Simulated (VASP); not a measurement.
Input of a VASP 6.6.1 run:

The input INCAR:

```
SYSTEM = Ba
PREC = Accurate ; ENCUT = 520
EDIFF = 1E-6 ; ISMEAR = 0
SIGMA = 0.05 ; LREAL = .FALSE.
LASPH = .TRUE. ; NELM = 150
ALGO = Normal ; ISIF = 2
LWAVE = .FALSE. ; LCHARG = .TRUE.
ISPIN = 2 ; MAGMOM = 0.5 0.5
LORBIT = 11 ; GGA = PE
LELF = .TRUE. ; LVHAR = .TRUE.
NBANDS = 21
```

Contents of KPOINTS:

```
regular mesh
0
G
  1 1 16
  0 0 0
```

Contents of POSCAR:

```
Ba
1.0
   12.5000000000      0.0000000000      0.0000000000
    0.0000000000      9.3000000000      0.0000000000
    0.0000000000      0.0000000000      4.4940806904
Ba
2
Direct
    0.3502271868      0.5000000000      0.0000000000
    0.6497728132      0.5000000000      0.5000000000
```

Potentials or basis: VASP PAW PBE potentials, release 64 (Ba_sv).

The run is started by

```console
$ cat potpaw_PBE.64/Ba_sv/POTCAR > POTCAR
$ mpirun -np 1 vasp_std > vasp.out
```

**Question.** What does it give for the largest force?

**Answer.** 0.006 eV/Å.

**Question.** What does it give for the net moment?

**Answer.** 0.00 μB per cell.

Forces in eV/Å, atoms in the order of the input:
```
Ba  -0.006  0.000  0.000
Ba   0.006  0.000  0.000
```
